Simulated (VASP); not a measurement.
Set up this calculation in VASP 6.6.1, as the native input.

```
Task                   : single point
Functional             : LDA
Potentials or basis    : VASP PAW LDA potentials, release 64 (Te, Pt)
Cutoff                 : 520 eV
k mesh                 : 12 × 12 × 8
Occupations            : gaussian, width 0.15 eV
Spin                   : no spin polarisation
Dipole correction      : no
Further INCAR settings : ALGO = Normal; EDIFF = 1e-07; NBANDS = 24
```

The structure of TePt lies in POSCAR:

```
TePt
1.0
    4.0231984860      0.0000000000      0.0000000000
   -2.0115992430      3.4841920933      0.0000000000
    0.0000000000      0.0000000000      5.2745134137
Te Pt
2 2
Direct
    0.3333333333      0.6666666667      0.2500000000
    0.6666666667      0.3333333333      0.7500000000
    0.0000000000      0.0000000000      0.0000000000
    0.0000000000      0.0000000000      0.5000000000
```

One way to write it, as run:

INCAR

```
  ALGO = Normal
  EDIFF = 1E-7
  ENCUT = 520
  GGA = CA
  ISIF = 2
  ISMEAR = 0
  LASPH = T
  LCHARG = T
  LELF = T
  LREAL = F
  LVHAR = T
  LWAVE = F
  NBANDS = 24
  NELM = 80
  PREC = Accurate
  SIGMA = 0.15
```

KPOINTS

```
k-points
0
Gamma
  12 12 8
```

Potentials or basis: VASP PAW LDA potentials, release 64 (Te, Pt).

Command:

```sh
$ cat potpaw_LDA.64/Te/POTCAR potpaw_LDA.64/Pt/POTCAR > POTCAR
$ mpirun -np 1 vasp_std > vasp.out
```

Results of the run:

```json
{"Pressure": "26.2 GPa", "Band gap on the k mesh": "zero (bands 16 and 17 overlap by 1.69 eV)"}
```

Caveat: the cell stands under pressure; spin-orbit coupling is left out, which moves the levels of the heavy elements.

Run time: 2.9 min on 1 thread of Intel Xeon 8259CL (shared host), peak memory 0.27 GiB.
